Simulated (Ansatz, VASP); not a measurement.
# Ir: VASP beside Ansatz

```
Ir
1.0
     0.00000    1.82371    1.96769
     1.82371    0.00000    1.96769
     1.82371    1.82371    0.00000
Ir
1
Direct
  0.00000 0.00000 0.00000
```

Change from the starting cell: strain -0.050 along x and y, +0.025 along z, atoms carried along.

Alike in both runs: task single point; functional PBE; k mesh 22 × 22 × 22; occupations gaussian, width 0.15 eV; no spin polarisation.

|  | VASP | Ansatz |
| --- | --- | --- |
| version | VASP 6.6.1 | Ansatz 0.2.0 |
| potentials or method | VASP PAW PBE potentials, release 64 (Ir), cutoff 520 eV | scalar-relativistic, plane waves, PAW |
| valence electrons in the cell | 9 | 17 |

```csv
,VASP,Ansatz,Ansatz less VASP
gap on the k mesh at the Fermi level (eV),none,none,-
pressure (GPa),48.9,47.8,-1.04
"traceless stress, the component that is largest in VASP (GPa)",-24.42,-24.50,-0.079
```

A gap of «none» marks a metal or a gap that the smearing closes. Both programs put the cell under a high pressure, so it lies far from rest at this level. VASP's potentials hold 9 valence electrons a cell and Ansatz's 17, so a difference there can come from the potentials and not from the codes.

Spin-orbit coupling is off throughout.
